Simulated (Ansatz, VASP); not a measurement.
Ta: VASP beside Ansatz

Contents of INCAR:

```
  ALGO = Normal
  EDIFF = 1E-6
  ENCUT = 520
  GGA = PE
  ISIF = 2
  ISMEAR = -1
  LASPH = T
  LCHARG = T
  LELF = T
  LREAL = F
  LVHAR = T
  LWAVE = F
  NBANDS = 12
  NELM = 60
  PREC = Accurate
  SIGMA = 0.05
```

The input KPOINTS:

```
k-points
0
Gamma
  13 13 13
```

Contents of POSCAR:

```
Ta
1.0
   -1.6512800000      1.6512800000      1.6512800000
    1.6512800000     -1.6512800000      1.6512800000
    1.6512800000      1.6512800000     -1.6512800000
Ta
1
Direct
    0.0000000000      0.0000000000      0.0000000000
```

Input for Ansatz:

```yaml
crystal:
  lattice:
    - [-1.65128, 1.65128, 1.65128]
    - [1.65128, -1.65128, 1.65128]
    - [1.65128, 1.65128, -1.65128]
  atoms:
    - { symbol: Ta, position: [0.0, 0.0, 0.0] }
basis:
  ecutwfc: 550.0
kpoints:
  mp_grid:
    grid: [13, 13, 13]
hamiltonian:
  xc: pbe
scf:
  occupations:
    method: fermi_dirac
    width: 0.05
output:
  stress: true
```

Alike in both runs: task single point; functional PBE; k mesh 13 × 13 × 13; occupations fermi-dirac, width 0.05 eV; no spin polarisation.

|  | VASP | Ansatz |
| --- | --- | --- |
| version | VASP 6.6.1 | Ansatz 0.2.0 |
| potentials or method | VASP PAW PBE potentials, release 64 (Ta_pv), cutoff 520 eV | plane waves, PAW |
| valence electrons in the cell | 11 | 13 |

|  | VASP | Ansatz | Ansatz less VASP |
| --- | --- | --- | --- |
| pressure (GPa) | 3.7 | 3.6 | -0.12 |

VASP's potentials hold 11 valence electrons a cell and Ansatz's 13, so a difference there can come from the potentials and not from the codes.

Neither program's run includes spin-orbit coupling.
